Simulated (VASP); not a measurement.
# LaVSe2O (C2/m) in VASP: a series of runs, part 2 of 2

VASP 6.6.1. The steps go on from the part before.

### Step 4. Single point, PBE

Input file INCAR:

```
SYSTEM = LaVSe2O
PREC     = Accurate       ! precision mode
ENCUT    = 520            ! plane-wave cutoff, eV
EDIFF    = 1E-6           ! SCF threshold, eV
ISMEAR   = 0              ! smearing method
SIGMA    = 0.15           ! smearing width, eV
LREAL    = .FALSE.        ! projectors in reciprocal space
LASPH    = .TRUE.         ! aspherical terms in the spheres
NELM     = 100            ! most SCF steps
ALGO     = Normal         ! electronic algorithm
ISIF     = 2              ! what is computed and relaxed
LWAVE    = .FALSE.        ! write WAVECAR
LCHARG   = .FALSE.        ! write CHGCAR
GGA      = PE             ! functional
NBANDS   = 53             ! bands
```

Input file KPOINTS:

```
Automatic mesh
0
G
  5 5 2
  0 0 0
```

Input file POSCAR:

```
LaVSe2O
1.0
    0.0000000000      3.9342100000      0.0000000000
    5.9290570000     -1.9671050000      0.0000000000
    0.0285820000      0.0000000000     -8.5415690000
La Se V O
2 4 2 2
Direct
    0.2303200000      0.4606400000      0.8020700000
    0.7696800000      0.5393600000      0.1979300000
    0.9530700000      0.9061400000      0.8005600000
    0.0469300000      0.0938600000      0.1994400000
    0.6406800000      0.2813600000      0.5351700000
    0.3593200000      0.7186400000      0.4648300000
    0.5000000000      0.0000000000      0.0000000000
    0.0000000000      0.0000000000      0.5000000000
    0.6629000000      0.3258000000      0.9418000000
    0.3371000000      0.6742000000      0.0582000000
```

Potentials or basis: VASP PAW PBE potentials, release 64 (La, Se, V_sv, O).

The run is started by

```
$ cat potpaw_PBE.64/La/POTCAR potpaw_PBE.64/Se/POTCAR potpaw_PBE.64/V_sv/POTCAR potpaw_PBE.64/O/POTCAR > POTCAR
$ mpirun -np 1 vasp_std > vasp.out
```

OUTCAR:

```text
SYSTEM = LaVSe2O
   PREC = Accurate
   ENCUT = 520
   EDIFF = 1E-6
   ISMEAR = 0
   LREAL = .FALSE.
   LASPH = .TRUE.
   NELM = 100
   ISIF = 2
   GGA = PE

 ion  position               nearest neighbor table
   1  0.230  0.461  0.802-   9 2.43   9 2.43  10 2.53   5 3.20   5 3.20
   2  0.770  0.539  0.198-  10 2.43  10 2.43   9 2.53   6 3.20   6 3.20
   3  0.953  0.906  0.801-   8 2.63   7 2.66   7 2.66
   4  0.047  0.094  0.199-   8 2.63   7 2.66   7 2.66
   5  0.641  0.281  0.535-   8 2.60   8 2.60   1 3.20   1 3.20
   6  0.359  0.719  0.465-   8 2.60   8 2.60   2 3.20   2 3.20
   7  0.500  0.000  0.000-   9 1.99  10 1.99   3 2.66   4 2.66   4 2.66   3 2.66
   8  0.000  0.000  0.500-   5 2.60   6 2.60   5 2.60   6 2.60   4 2.63   3 2.63
   9  0.663  0.326  0.942-   7 1.99   1 2.43   1 2.43   2 2.53
  10  0.337  0.674  0.058-   7 1.99   2 2.43   2 2.43   1 2.53

  LATTYP: Found a base centered monoclinic cell.
 ALAT       =    11.8581140000
 B/A-ratio  =     0.3317736699
 C/A-ratio  =     0.7203183256
 COS(beta)  =    -0.0033462049

  Lattice vectors:

 A1 = (  -5.9290570000,  -1.9671050000,   0.0000000000)
 A2 = (  -5.9290570000,   1.9671050000,   0.0000000000)
[... 197 lines left out ...]
      3     -32.4420      2.00000
      4     -31.9072      2.00000
      5     -31.8645      2.00000
      6     -31.7586      2.00000
[... 997 lines left out ...]
     52       8.9620      0.00000
     53       8.9946      0.00000

------------------------ aborting loop because EDIFF is reached ----------------------------------------

  FORCE on cell =-STRESS in cart. coord.  units (eV):
  Direction    XX          YY          ZZ          XY          YZ          ZX
  --------------------------------------------------------------------------------------
  -------------------------------------------------------------------------------------
  Total       -6.2665900     -5.4616243     -4.6645566      0.0000000      0.0000000      0.0657581
  in kB      -50.3919364    -43.9189131    -37.5094012      0.0000000      0.0000000      0.5287845
  external PRESSURE =     -43.9400836 kB  Pullay stress =       0.0000000 kB

 VOLUME and BASIS-vectors are now :
 -----------------------------------------------------------------------------
  energy-cutoff  :      520.00
  volume of cell :      199.24
      direct lattice vectors                 reciprocal lattice vectors
     0.000000000  3.934210000  0.000000000     0.084330442  0.254180636  0.000282189
     5.929057000 -1.967105000  0.000000000     0.168660885  0.000000000  0.000564377
     0.028582000  0.000000000 -8.541569000     0.000000000  0.000000000 -0.117074509

 POSITION                                       TOTAL-FORCE (eV/Angst)
 -----------------------------------------------------------------------------------
      2.75409      0.00000     -6.85094        -0.074623     -0.000000     -0.039936
      3.20355      1.96710     -1.69063         0.074623      0.000000      0.039936
      5.39544      1.96710     -6.83804         0.217900      0.000000      0.117343
      0.56220      0.00000     -1.70353        -0.217900     -0.000000     -0.117343
      1.68350      1.96711     -4.57119        -0.301241      0.000000      0.034907
      4.27414     -0.00000     -3.97038         0.301241     -0.000000     -0.034907
      0.00000      1.96711      0.00000        -0.000000      0.000000      0.000000
      0.01429      0.00000     -4.27078        -0.000000     -0.000000      0.000000
      1.95861      1.96711     -8.04445        -0.411218     -0.000000     -0.038101
      3.99903      0.00000     -0.49712         0.411218      0.000000      0.038101
 -----------------------------------------------------------------------------------
    total drift:                                0.000000      0.000000     -0.000000

  FREE ENERGIE OF THE ION-ELECTRON SYSTEM (eV)
  ---------------------------------------------------
  free  energy   TOTEN  =       -69.5838935245 eV

  energy  without entropy=      -69.3873894958  energy(sigma->0) =      -69.48564151
```

OSZICAR:

```text
N       E                     dE             d eps       ncg     rms          rms(c)
DAV:   1     0.113579224282E+04    0.11358E+04   -0.36922E+04  2116   0.210E+03
DAV:   2     0.178444287124E+03   -0.95735E+03   -0.91166E+03  2068   0.497E+02
DAV:   3    -0.466047059778E+02   -0.22505E+03   -0.21481E+03  2464   0.222E+02
[... 14 lines left out ...]
DAV:  18    -0.695838994615E+02   -0.82297E-04   -0.17195E-03  3312   0.198E-01    0.401E-02
DAV:  19    -0.695838959434E+02    0.35181E-05   -0.29055E-04  3008   0.791E-02    0.251E-02
DAV:  20    -0.695838952060E+02    0.73741E-06   -0.31096E-05  2968   0.341E-02    0.124E-02
DAV:  21    -0.695838940739E+02    0.11321E-05   -0.71334E-06  2688   0.139E-02    0.628E-03
DAV:  22    -0.695838935245E+02    0.54941E-06   -0.14230E-06  1560   0.881E-03
   1 F= -.69583894E+02 E0= -.69485642E+02  d E =-.196504E+00
```

Run time: 3.9 min. Hardware: 1 thread of Intel Xeon 6975P-C (Granite Rapids), shared host; peak memory 0.41 GiB.

Results:

```yaml
Free_energy: -69.5839 eV
Pressure: -4.4 GPa
Largest_force: 0.413 eV/Å
Band_gap_on_the_k_mesh: zero (band 42 reaches 7.11 eV, above the bottom of band 43 at 6.74 eV)
```

Forces in eV/Å, atoms in the order of the input:
```
La  -0.075  0.000 -0.040
La   0.075  0.000  0.040
Se   0.218  0.000  0.117
Se  -0.218  0.000 -0.117
Se  -0.301  0.000  0.035
Se   0.301  0.000 -0.035
V    0.000  0.000  0.000
V    0.000  0.000  0.000
O   -0.411  0.000 -0.038
O    0.411  0.000  0.038
```

Stress tensor (GPa, compression positive):
```
-5.04  0.00  0.05
 0.00 -4.39  0.00
 0.05  0.00 -3.75
```

Caveat: the k points lie up to 0.37 Å⁻¹ apart; spin-orbit coupling is left out, which moves the levels of the heavy elements; the run has no spin polarisation, though such a crystal can be magnetic; semilocal functionals often make such compounds metallic where correlation or magnetic order opens a gap, which also shifts bond lengths. With open d or f shells a metallic result of PBE can be an artefact of self-interaction; +U or a hybrid may open a gap.
